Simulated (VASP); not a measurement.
**PtSe2: single point with PBE**

The system is PtSe2, a sheet with vacuum.

```
CELL_PARAMETERS angstrom
3.73000 0.00000 0.00000
-1.86500 3.23027 0.00000
0.00000 0.00000 29.04000
ATOMIC_POSITIONS crystal
Se 0.66667 0.33333 0.30631
Se 0.66667 0.33333 0.40375
Pt 0.33333 0.66667 0.35503
```

| Property | Result |
| --- | --- |
| Program | VASP 6.6.1 |
| Task | single point |
| Functional | PBE |
| Potentials or basis | VASP PAW PBE potentials, release 64 (Se, Pt) |
| Cutoff | 520 eV |
| k mesh | 12 × 12 × 1 |
| Occupations | gaussian, width 0.01 eV |
| Spin | no spin polarisation |
| Dipole correction | yes |
| Further INCAR settings | ALGO = Normal; EDIFF = 1e-07; NBANDS = 18 |

* Largest force: 0.005 eV/Å
* Band gap on the k mesh: zero (band 11 reaches -2.27 eV, above the bottom of band 12 at -2.86 eV)

Forces on the atoms (eV/Å):
```
Se   0.000  0.000  0.005
Se   0.000  0.000 -0.005
Pt   0.000  0.000  0.000
```

Levels at points of the mesh, in eV from the Fermi level:
| k point | band 7 | band 8 | band 9 | band 10 | band 11 | band 12 | band 13 | band 14 | band 15 | band 16 |
| --- | --- | --- | --- | --- | --- | --- | --- | --- | --- | --- |
| (0.00, 0.00, 0.00) | -4.22 | -2.35 | -1.12 | 0.46 | 0.46 | 0.69 | 0.69 | 2.23 | 4.18 | 4.25 |
| (0.50, 0.00, 0.00) | -3.64 | -2.89 | -2.38 | -2.15 | -1.60 | 1.04 | 1.29 | 3.20 | 5.63 | 6.06 |

It took 2.6 min on 1 thread of Intel(R) Xeon(R) Platinum 8488C (Sapphire Rapids), with other jobs on the host, peak memory 0.49 GiB.

Caveat: spin-orbit coupling is left out, which moves the levels of the heavy elements.
